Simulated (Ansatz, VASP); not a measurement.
**One calculation of NaI, two programs**

The input INCAR:

```
SYSTEM = NaI
PREC = Accurate ; ENCUT = 520
EDIFF = 1E-7 ; ISMEAR = 0
SIGMA = 0.05 ; LREAL = .False.
LASPH = .True. ; NELM = 60
ALGO = Normal ; ISIF = 2
LWAVE = .False. ; LCHARG = .False.
GGA = PE ; NBANDS = 14
```

The input KPOINTS:

```
regular mesh
0
Gamma
  6 6 6
  0 0 0
```

POSCAR

```
NaI
1.0
    0.0000000000      3.2364000000      3.2364000000
    3.2364000000      0.0000000000      3.2364000000
    3.2364000000      3.2364000000      0.0000000000
Na I
1 1
Direct
    0.0000000000      0.0000000000      0.0000000000
    0.5038623162      0.5038623162      0.4961376838
```

Input for Ansatz:

```yaml
crystal:
  lattice:
    - [0.0, 3.2364, 3.2364]
    - [3.2364, 0.0, 3.2364]
    - [3.2364, 3.2364, 0.0]
  atoms:
    - { symbol: Na, position: [0.0, 0.0, 0.0] }
    - { symbol: I, position: [0.5038623162, 0.5038623162, 0.4961376838] }
basis:
  ecutwfc: 420
kpoints:
  mp_grid: { grid: [6, 6, 6] }
hamiltonian:
  xc: pbe
scf:
  occupations: { method: gaussian, width: 0.05 }
output:
  forces: true
  stress: true
  eigenvalues: true
```

Change from the starting cell: all I atoms moved +0.025 Å, as atom 2 along Cartesian [0 0 1].

Alike in both runs: task single point; functional PBE; k mesh 6 × 6 × 6; occupations gaussian, width 0.05 eV; no spin polarisation.

```csv
,VASP,Ansatz
version,VASP 6.6.1,Ansatz 0.2.0
potentials or method,"VASP PAW PBE potentials, release 64 (Na_pv, I), cutoff 520 eV","scalar-relativistic, plane waves, PAW"
valence electrons in the cell,14,26
```

|  | VASP | Ansatz | Ansatz less VASP |
| --- | --- | --- | --- |
| gap on the k mesh at the Fermi level (eV) | 3.64 | 3.64 | +0.004 |
| least direct gap on the mesh (eV) | 3.64 | 3.64 | +0.004 |
| pressure (GPa) | 0.4 | 0.4 | -0.01 |
| rms of the force components (eV/Å) | 0.013 | 0.013 | -0.0001 |

Atom by atom the forces differ by 0.000 eV/Å (rms over components). The functional is the same, so the differences come from potentials, cutoffs and numerics. VASP's potentials hold 14 valence electrons a cell and Ansatz's 26, so a difference there can come from the potentials and not from the codes.

Spin-orbit coupling is off throughout.
